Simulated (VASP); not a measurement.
Here is a VASP 6.6.1 calculation.

The input INCAR:

```
PREC = Accurate
ENCUT = 520
EDIFF = 1E-6
ISMEAR = -1
SIGMA = 0.02
LREAL = F
LASPH = T
NELM = 100
ALGO = Normal
ISIF = 2
LWAVE = F
LCHARG = F
GGA = PE
NBANDS = 26
```

File KPOINTS:

```
Automatic mesh
0
Gamma
  8 4 6
```

Contents of POSCAR:

```
B4AsN3
1.0
    2.7735670013      0.0000000000      0.0000000000
    0.0000000000      5.6540691340      0.0000000000
    0.0000000000      0.0000000000      3.9200368340
N B As
3 4 1
Direct
    0.0000000000      0.2237503893      0.0022548774
    0.5000000000      0.0000000000      0.5105851031
    0.0000000000      0.7762496107      0.0022548774
    0.5000000000      0.2087939335      0.7753579722
    0.0000000000      0.0000000000      0.2674890080
    0.5000000000      0.7912060665      0.7753579722
    0.0000000000      0.5000000000      0.1666292439
    0.5000000000      0.5000000000      0.5000709457
```

Potentials or basis: VASP PAW PBE potentials, release 64 (N, B, As).

Command:

```bash
$ cat potpaw_PBE.64/N/POTCAR potpaw_PBE.64/B/POTCAR potpaw_PBE.64/As/POTCAR > POTCAR
$ mpirun -np 1 vasp_std > vasp.out
```

Q: What does it give for the largest force?

A: 0.152 eV/Å.

Q: What does it give for the band gap on the k mesh?

A: Zero (bands 16 and 17 overlap by 0.21 eV).

Q: What does it give for the pressure?

A: 0.7 GPa.

Stress tensor (GPa, compression positive):
```
0.66 0.00 0.00
0.00 0.72 0.00
0.00 0.00 0.81
```

Caveat: semilocal functionals underestimate gaps, so a narrow gap can read as zero.
